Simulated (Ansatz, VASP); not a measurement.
## Be: VASP beside Ansatz

```
Be
1.0
     2.29950    0.00000    0.00000
    -1.14975    2.19057    0.00000
     0.00000    0.00000    3.60090
Be
2
Direct
  0.33333 0.66667 0.25000
  0.66667 0.33333 0.75000
```

Change from the starting cell: strain +0.1000 x Voigt [0, 1, 0, 0, 0, 0], atoms carried along.

Alike in both runs: task single point; functional PBEsol; k mesh 24 × 24 × 14; occupations gaussian, width 0.15 eV; no spin polarisation.

|  | VASP | Ansatz |
| --- | --- | --- |
| version | VASP 6.6.1 | Ansatz 0.2.0 |
| potentials or method | VASP PAW PBE potentials, release 64 (Be), cutoff 520 eV | scalar-relativistic, plane waves, PAW |
| valence electrons in the cell | 4 | 4 |

```tsv
	VASP	Ansatz	Ansatz less VASP
gap on the k mesh at the Fermi level (eV)	none	none	-
pressure (GPa)	-12.7	-12.9	-0.25
traceless stress, the component that is largest in VASP (GPa)	-14.37	-14.30	+0.071
rms of the force components (eV/Å)	0.064	0.062	-0.0013
```

VASP's potentials were made for PBE, not for PBEsol. Atom by atom the forces differ by 0.001 eV/Å (rms over components). A gap of «none» marks a metal or a gap that the smearing closes.
